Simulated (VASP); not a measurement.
Write the native input for VASP 6.6.1 that does the following.

```
Task                   : electric field gradients
Functional             : PBE
Potentials or basis    : VASP PAW PBE potentials, release 64 (Ag, I)
Cutoff                 : 400 eV
k mesh                 : 7 × 7 × 7
Occupations            : fermi-dirac, width 0.01 eV
Spin                   : no spin polarisation
Dipole correction      : no
Further INCAR settings : ALGO = Normal; EDIFF = 1e-08; NBANDS = 16
```

The structure of AgI lies in POSCAR:

```
AgI
1.0
    0.0000000000      3.1927581514      3.1927581514
    3.1927581514      0.0000000000      3.1927581514
    3.1927581514      3.1927581514      0.0000000000
Ag I
1 1
Direct
    0.0000000000      0.0000000000      0.0000000000
    0.7500000000      0.7500000000      0.7500000000
```

The input as run:

INCAR

```
ALGO = Normal
EDIFF = 1E-8
ENCUT = 400
GGA = PE
GGA_COMPAT = False
ISIF = 2
ISMEAR = -1
LASPH = True
LCHARG = False
LEFG = True
LREAL = False
LWAVE = False
NBANDS = 16
NELM = 120
PREC = Accurate
SIGMA = 0.01
```

KPOINTS

```
k-points
0
Gamma
  7 7 7
```

Potentials or basis: VASP PAW PBE potentials, release 64 (Ag, I).

Launch:

```sh
$ cat potpaw_PBE.64/Ag/POTCAR potpaw_PBE.64/I/POTCAR > POTCAR
$ mpirun -np 1 vasp_std > vasp.out
```

It gave:

| Property | Result |
| --- | --- |
| Pressure | 3.7 GPa |
| Band gap on the k mesh | 1.34 eV |
| Largest electric field gradient by atom | zero within the noise of the run |

Caveat: the cell stands under pressure; spin-orbit coupling is left out, which moves the levels of the heavy elements.

Wall time 45 s on 1 thread of Intel Xeon 8259CL, on a shared host, peak memory 0.17 GiB.
